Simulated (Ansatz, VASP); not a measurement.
Sb in VASP and in Ansatz

```
Sb
1.0
     0.00000    1.97697    1.97697
     1.97697    0.00000    1.97697
     1.97697    1.97697    0.00000
Sb
1
Direct
  0.00000 0.00000 0.00000
```

Change from the starting cell: volume scaled by 0.6, LAPW.

Alike in both runs: task single point; functional LDA; k mesh 15 × 15 × 15; occupations fermi-dirac, width 0.1 eV; no spin polarisation.

|  | VASP | Ansatz |
| --- | --- | --- |
| version | VASP 6.6.1 | Ansatz 0.2.0 |
| potentials or method | VASP PAW LDA potentials, release 64 (Sb), cutoff 520 eV | all-electron LAPW, scalar-relativistic |

Ansatz gave:

* pressure (GPa): 115.4

Q: Which values does VASP return?

A: Pressure (GPa): 119.7.

LDA's correlation is that of Perdew and Zunger in VASP and of Perdew and Wang (1992) in Ansatz. Both programs put the cell under a high pressure, so it lies far from rest at this level. Ansatz ran all-electron here, and VASP with PAW potentials.

Spin-orbit coupling is off throughout. Noted on VASP's run: the cell as given lies far from equilibrium.
